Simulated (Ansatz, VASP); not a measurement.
**PbF2: VASP beside Ansatz**

File INCAR:

```
  ALGO = Normal
  EDIFF = 1E-7
  ENCUT = 520
  GGA = PS
  ISIF = 2
  ISMEAR = 0
  LASPH = T
  LCHARG = F
  LREAL = F
  LWAVE = F
  NBANDS = 21
  NELM = 100
  PREC = Accurate
  SIGMA = 0.05
```

Contents of KPOINTS:

```
k-points
0
Gamma
  8 8 8
```

File POSCAR:

```
PbF2
1.0
    0.0000000000      3.0535514289      2.8092673146
    3.0535514289      0.0000000000      2.8092673146
    3.0535514289      3.0535514289      0.0000000000
Pb F
1 2
Direct
    0.0000000000      0.0000000000      0.0000000000
    0.2500000000      0.2500000000      0.2500000000
    0.7500000000      0.7500000000      0.7500000000
```

Input for Ansatz:

```yaml
crystal:
  lattice:
    - [0.0, 3.0535514289, 2.8092673146]
    - [3.0535514289, 0.0, 2.8092673146]
    - [3.0535514289, 3.0535514289, 0.0]
  atoms:
    - { symbol: Pb, position: [0.0, 0.0, 0.0] }
    - { symbol: F, position: [0.25, 0.25, 0.25] }
    - { symbol: F, position: [0.75, 0.75, 0.75] }
basis:
  ecutwfc: 420
kpoints:
  mp_grid: { grid: [8, 8, 8] }
hamiltonian:
  xc: pbesol
scf:
  occupations: { method: gaussian, width: 0.05 }
output:
  forces: true
  stress: true
  eigenvalues: true
```

Alike in both runs: task single point; functional PBEsol; k mesh 8 × 8 × 8; occupations gaussian, width 0.05 eV; no spin polarisation.

```csv
,VASP,Ansatz
version,VASP 6.6.1,Ansatz 0.2.0
potentials or method,"VASP PAW PBE potentials, release 64 (Pb_d, F), cutoff 520 eV","scalar-relativistic, plane waves, PAW"
valence electrons in the cell,28,28
```

|  | VASP | Ansatz | Ansatz less VASP |
| --- | --- | --- | --- |
| gap on the k mesh at the Fermi level (eV) | 4.02 | 4.03 | +0.006 |
| least direct gap on the mesh (eV) | 4.34 | 4.34 | +0.005 |
| pressure (GPa) | -1.9 | -1.7 | +0.23 |
| traceless stress, the component that is largest in VASP (GPa) | 3.07 | 3.07 | +0.004 |

VASP's potentials were made for PBE, not for PBEsol.

Spin-orbit coupling is off throughout.
